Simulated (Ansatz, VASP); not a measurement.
## Two plane-wave programs on InSb

```
In Sb
1.0
     3.02702    0.00000    0.00000
     0.00000    3.02702    0.00000
     0.00000    0.00000    6.42096
In Sb
1 1
Direct
  0.00000 0.00000 0.00000
  0.00000 0.00000 0.50000
```

Alike in both runs: task single point; functional PBE; k mesh 18 × 18 × 10; occupations gaussian, width 0.15 eV; no spin polarisation.

|  | VASP | Ansatz |
| --- | --- | --- |
| version | VASP 6.6.1 | Ansatz 0.2.0 |
| potentials or method | VASP PAW PBE potentials, release 64 (In_d, Sb), cutoff 520 eV | scalar-relativistic, plane waves, PAW |
| valence electrons in the cell | 18 | 28 |

|  | VASP | Ansatz | Ansatz less VASP |
| --- | --- | --- | --- |
| gap on the k mesh at the Fermi level (eV) | none | none | - |
| pressure (GPa) | 1.0 | 1.0 | +0.02 |
| traceless stress, the component that is largest in VASP (GPa) | -3.05 | -3.04 | +0.009 |

A gap of «none» marks a metal or a gap that the smearing closes. VASP's potentials hold 18 valence electrons a cell and Ansatz's 28, so a difference there can come from the potentials and not from the codes.

Neither program's run includes spin-orbit coupling.
